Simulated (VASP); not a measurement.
A run of VASP 6.6.1:

POSCAR

```
AlGa3N4
1.0
    4.4716853600      0.0000000000      0.0000000000
    0.0000000000      4.4716853600      0.0000000000
    0.0000000000      0.0000000000      4.4716853600
Al Ga N
1 3 4
Direct
    0.0000000000      0.0000000000      0.0000000000
    0.5000000000      0.5000000000      0.0027953666
    0.5000000000      0.0000000000      0.5000000000
    0.0000000000      0.5000000000      0.5000000000
    0.7557144200      0.7557144200      0.2442855800
    0.7557144200      0.2442855800      0.7557144200
    0.2442855800      0.7557144200      0.7557144200
    0.2442855800      0.2442855800      0.2442855800
```

INCAR.step1

```
SYSTEM = AlGa3N4
ALGO     = Normal         ! electronic algorithm
EDIFF    = 1E-4           ! SCF threshold, eV
ENCUT    = 520            ! plane-wave cutoff, eV
GGA      = PE             ! functional
ISMEAR   = 0              ! smearing method
LASPH    = .True.         ! aspherical terms in the spheres
LCHARG   = .False.        ! write CHGCAR
LREAL    = .False.        ! projectors in reciprocal space
LWAVE    = .True.         ! write WAVECAR
NBANDS   = 41             ! bands
NELM     = 100            ! most SCF steps
PREC     = Accurate       ! precision mode
SIGMA    = 0.05           ! smearing width, eV
```

The input INCAR.step2:

```
SYSTEM = AlGa3N4
ALGO     = Normal         ! electronic algorithm
EDIFF    = 1E-6           ! SCF threshold, eV
ENCUT    = 520            ! plane-wave cutoff, eV
ISIF     = 2              ! what is computed and relaxed
ISMEAR   = 0              ! smearing method
ISTART   = 1            
LASPH    = .True.         ! aspherical terms in the spheres
LCHARG   = .False.        ! write CHGCAR
LMIXTAU  = .True.       
LREAL    = .False.        ! projectors in reciprocal space
LWAVE    = .False.        ! write WAVECAR
METAGGA  = R2SCAN         ! meta-GGA
NBANDS   = 41             ! bands
NELM     = 100            ! most SCF steps
PREC     = Accurate       ! precision mode
SIGMA    = 0.05           ! smearing width, eV
```

File KPOINTS:

```
k-points
0
Gamma
  6 6 6
  0 0 0
```

Potentials or basis: VASP PAW PBE potentials, release 64 (Al, Ga_d, N).

Command:

```bash
$ cat potpaw_PBE.64/Al/POTCAR potpaw_PBE.64/Ga_d/POTCAR potpaw_PBE.64/N/POTCAR > POTCAR
$ cp INCAR.step1 INCAR
$ mpirun -np 1 vasp_std > vasp.out
$ cp INCAR.step2 INCAR
$ mpirun -np 1 vasp_std > vasp.out
```

Hardware: 1 thread of AMD EPYC 9R45 96-Core Processor (Zen 5), on a shared host.

Estimate the wall time of this run.

It took 8.8 min on 1 thread of AMD EPYC 9R45 96-Core Processor (Zen 5) (shared host), peak memory 0.28 GiB. Counts: k points 52.
